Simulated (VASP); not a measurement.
Set up this calculation in VASP 6.6.1, as the native input.

- Task: relaxation of cell and atoms
- Functional: LDA
- Potentials or basis: VASP PAW LDA potentials, release 64 (Si, O)
- Cutoff: 600 eV
- k mesh: 6 × 6 × 8
- Occupations: gaussian, width 0.02 eV
- Spin: no spin polarisation
- Dipole correction: no
- Further INCAR settings: ALGO = Normal; EDIFF = 1e-07; IBRION = 2; EDIFFG = -0.002; NSW = 100; ISIF = 3

The structure of SiO2 (lda) lies in POSCAR:

```
SiO2
1.0
    4.1865000000      0.0000000000      0.0000000000
    0.0000000000      4.1865000000      0.0000000000
    0.0000000000      0.0000000000      2.6684000000
Si O
2 4
Direct
    0.0000000000      0.0000000000      0.0000000000
    0.5000000000      0.5000000000      0.5000000000
    0.3059000000      0.3059000000      0.0000000000
    0.1941000000      0.8059000000      0.5000000000
    0.6941000000      0.6941000000      0.0000000000
    0.8059000000      0.1941000000      0.5000000000
```

These files were run (other wordings do the same):

INCAR

```
  PREC = Accurate
  ENCUT = 600
  EDIFF = 1E-7
  ISMEAR = 0
  SIGMA = 0.02
  LREAL = F
  LASPH = T
  NELM = 100
  ALGO = Normal
  ISIF = 3
  LWAVE = F
  LCHARG = F
  IBRION = 2
  NSW = 100
  EDIFFG = -0.002
```

KPOINTS

```
Automatic mesh
0
Gamma
  6 6 8
```

Potentials or basis: VASP PAW LDA potentials, release 64 (Si, O).

Command:

```sh
$ cat potpaw_LDA.64/Si/POTCAR potpaw_LDA.64/O/POTCAR > POTCAR
$ mpirun -np 1 vasp_std > vasp.out
```

Results of the run:

```
Relaxed volume                         : 7.67 Å³/atom
Relaxed cell                           : a = 4.154 Å, b = 4.154 Å, c = 2.666 Å, α = 90.00°, β = 90.00°, γ = 90.00°
Space group after relaxing (to 0.05 Å) : P4_2/mnm (No. 136)
Energy gained by relaxing              : 2.1 meV/atom
Ionic steps                            : 7
Pressure after relaxing                : 0.0 GPa
Band gap on the k mesh                 : 5.78 eV, direct
```

It used 320 s of CPU time on 1 thread of AMD EPYC 7R13 Processor (Zen 3), with other jobs on the host.
